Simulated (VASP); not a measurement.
A run of VASP 6.6.1 is set up as follows.

Contents of INCAR:

```
SYSTEM = TaO3
  ALGO = Fast
  EDIFF = 1E-6
  ENCUT = 520
  GGA = PS
  ISIF = 2
  ISMEAR = 0
  ISPIN = 2
  LASPH = .TRUE.
  LCHARG = .FALSE.
  LMAXMIX = 4
  LORBIT = 11
  LREAL = .FALSE.
  LWAVE = .FALSE.
  MAGMOM = 0 0.19 0.19 0.19
  NBANDS = 26
  NELM = 150
  PREC = Accurate
  SIGMA = 0.15
```

Contents of KPOINTS:

```
k-points
0
G
  10 10 10
  0 0 0
```

POSCAR

```
TaO3
1.0
    3.7063132594      0.0000000000      0.0000000000
    0.0000000000      3.9220246131      0.0000000000
    0.0000000000      0.0000000000      4.2161764591
Ta O
1 3
Direct
    0.5000000000      0.5000000000      0.5000000000
    0.0000000000      0.5000000000      0.5000000000
    0.5000000000      0.5000000000      0.0000000000
    0.5000000000      0.0000000000      0.5000000000
```

Potentials or basis: VASP PAW PBE potentials, release 64 (Ta_pv, O).

Command:

```bash
$ cat potpaw_PBE.64/Ta_pv/POTCAR potpaw_PBE.64/O/POTCAR > POTCAR
$ mpirun -np 1 vasp_std > vasp.out
```

**Question.** Predict the site moments.

**Answer.** Ta -0.09; O +0.17, +0.46, +0.25 μB.

**Question.** Estimate the net moment.

**Answer.** 0.96 μB per cell.

Stress tensor (GPa, compression positive):
```
 32.31   0.00   0.00
  0.00  -0.03   0.00
  0.00   0.00 -21.13
```

Caveat: the cell differs from its parent crystal (normal strain along x -0.0550, normal strain along z +0.0750); the cell stands under pressure; the PAW data sets were made with another functional, which shifts forces and pressure a little.
